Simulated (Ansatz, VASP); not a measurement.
Two plane-wave programs on Nb

```
CELL_PARAMETERS angstrom
-1.61403 1.61403 1.71387
1.61403 -1.61403 1.71387
1.61403 1.61403 -1.71387
ATOMIC_POSITIONS crystal
Nb 0.00000 0.00000 0.00000
```

Change from the starting cell: strain -0.030 along x and y, +0.030 along z, atoms carried along.

Alike in both runs: task single point; functional PBEsol; k mesh 20 × 20 × 20; occupations gaussian, width 0.15 eV; no spin polarisation.

|  | VASP | Ansatz |
| --- | --- | --- |
| version | VASP 6.6.1 | Ansatz 0.2.0 |
| potentials or method | VASP PAW PBE potentials, release 64 (Nb_sv), cutoff 520 eV | scalar-relativistic, plane waves, PAW |
| valence electrons in the cell | 13 | 13 |

```csv
,VASP,Ansatz,Ansatz less VASP
gap on the k mesh at the Fermi level (eV),none,none,-
pressure (GPa),-3.5,-3.2,+0.28
"traceless stress, the component that is largest in VASP (GPa)",-4.97,-4.99,-0.024
```

VASP's potentials were made for PBE, not for PBEsol. A gap of «none» marks a metal or a gap that the smearing closes. The functional is the same, so the differences come from potentials, cutoffs and numerics.
